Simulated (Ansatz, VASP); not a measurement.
**Two plane-wave programs on Nb2B**

```
Nb B
1.0
     4.39753    0.00000    0.00000
    -2.19877    3.80838    0.00000
     0.00000    0.00000    2.67282
Nb B
2 1
Direct
  0.33333 0.66667 0.50000
  0.66667 0.33333 0.50000
  0.00000 0.00000 0.00000
```

Change from the starting cell: species swapped into the MgB2 type (P6/mmm, No. 191).

Alike in both runs: task single point; functional PBE; k mesh 6 × 6 × 6; occupations gaussian, width 0.1 eV; collinear spin.

|  | VASP | Ansatz |
| --- | --- | --- |
| version | VASP 6.6.1 | Ansatz 0.2.0 |
| potentials or method | VASP PAW PBE potentials, release 64 (Nb_sv, B), cutoff 500 eV | scalar-relativistic, plane waves, PAW |
| valence electrons in the cell | 29 | 29 |

```tsv
	VASP	Ansatz	Ansatz less VASP
gap on the k mesh at the Fermi level (eV)	none	none	-
pressure (GPa)	-0.2	0.0	+0.21
traceless stress, the component that is largest in VASP (GPa)	-0.08	0.00	+0.082
net moment per atom (μB)	0.00	0.00	0.000
```

A gap of «none» marks a metal or a gap that the smearing closes. Ansatz's warnings: seeded moment not kept.

The k mesh is coarse, so the values compare programs but aren't converged.
